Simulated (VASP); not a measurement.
A run of VASP 6.6.1:

INCAR

```
SYSTEM = CoSi
PREC = Accurate ; ENCUT = 600
EDIFF = 1E-6 ; ISMEAR = -1
SIGMA = 0.05 ; LREAL = .False.
LASPH = .True. ; NELM = 150
ALGO = Normal ; ISIF = 3
LWAVE = .False. ; LCHARG = .False.
ISPIN = 2 ; MAGMOM = 2 2 2 2 0 0 0 0
LORBIT = 11 ; LMAXMIX = 4
GGA = RE ; IBRION = 2
NSW = 60 ; EDIFFG = -0.01
```

File KPOINTS:

```
Automatic mesh
0
Gamma
  6 6 6
  0 0 0
```

The input POSCAR:

```
CoSi
1.0
    4.4380000000      0.0000000000      0.0000000000
    0.0000000000      4.4380000000      0.0000000000
    0.0000000000      0.0000000000      4.4380000000
Co Si
4 4
Direct
    0.8600000000      0.6400000000      0.3600000000
    0.6400000000      0.3600000000      0.8600000000
    0.3600000000      0.8600000000      0.6400000000
    0.1400000000      0.1400000000      0.1400000000
    0.1570000000      0.3430000000      0.6570000000
    0.3430000000      0.6570000000      0.1570000000
    0.6570000000      0.1570000000      0.3430000000
    0.8430000000      0.8430000000      0.8430000000
```

Potentials or basis: VASP PAW PBE potentials, release 64 (Co, Si).

Run with:

```sh
$ cat potpaw_PBE.64/Co/POTCAR potpaw_PBE.64/Si/POTCAR > POTCAR
$ mpirun -np 1 vasp_std > vasp.out
```

Hardware: 1 thread of Intel(R) Xeon(R) 6975P-C (Granite Rapids) (shared host).

Problem. How long does it take, and how much memory?

Solution. Run time: 5.4 min on 1 thread of Intel(R) Xeon(R) 6975P-C (Granite Rapids), with other jobs on the host, peak memory 0.32 GiB. Counts: scf iterations 63, k points 24, ion steps 8.
